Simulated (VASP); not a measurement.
Here is a VASP 6.6.1 calculation.

Contents of INCAR:

```
SYSTEM = Al
ALGO     = Normal         ! electronic algorithm
EDIFF    = 1E-7           ! SCF threshold, eV
EDIFFG   = -0.04          ! ionic threshold
ENCUT    = 500            ! plane-wave cutoff, eV
GGA      = PE             ! functional
GGA_COMPAT= .FALSE.      
IBRION   = 2              ! ionic algorithm
ISIF     = 3              ! what is computed and relaxed
ISMEAR   = 0              ! smearing method
LASPH    = .TRUE.         ! aspherical terms in the spheres
LCHARG   = .FALSE.        ! write CHGCAR
LREAL    = .FALSE.        ! projectors in reciprocal space
LWAVE    = .FALSE.        ! write WAVECAR
NELM     = 120            ! most SCF steps
NELMIN   = 4            
NSW      = 90             ! ionic steps
PREC     = Accurate       ! precision mode
SIGMA    = 0.1            ! smearing width, eV
```

File KPOINTS:

```
k-points
0
G
  6 6 4
  0 0 0
```

The input POSCAR:

```
Al
1.0
    3.7097524356      0.0000000000      0.0000000000
   -1.8548762178      3.2127398510      0.0000000000
    0.0000000000      0.0000000000      4.2159629938
Al
3
Direct
    0.2170000000      0.0000000000      0.1666666667
    0.0000000000      0.2170000000      0.8333333333
    0.7830000000      0.7830000000      0.5000000000
```

Potentials or basis: VASP PAW PBE potentials, release 64 (Al).

The run is started by

```sh
$ cat potpaw_PBE.64/Al/POTCAR > POTCAR
$ mpirun -np 1 vasp_std > vasp.out
```

Task: What does it give for the relaxed cell?

Result: a = 2.853 Å, b = 2.853 Å, c = 6.987 Å, α = 90.00°, β = 90.00°, γ = 120.00°.

Task: Estimate the space group after relaxing (to 0.05 Å).

Result: P3_221 (No. 154).

Task: What does it give for the relaxed volume?

Result: 16.41 Å³/atom.

Final structure:
```xyz
3
Lattice="2.8527 0.0000 0.0000 -1.4263 2.4705 0.0000 0.0000 0.0000 6.9874" Properties=species:S:1:pos:R:3 pbc="T T T"
Al    0.9727    0.0000    1.1646
Al    2.3663    0.8423    5.8229
Al    0.9400    1.6281    3.4937
```

Caveat: the k points lie up to 0.42 Å⁻¹ apart in the final cell.
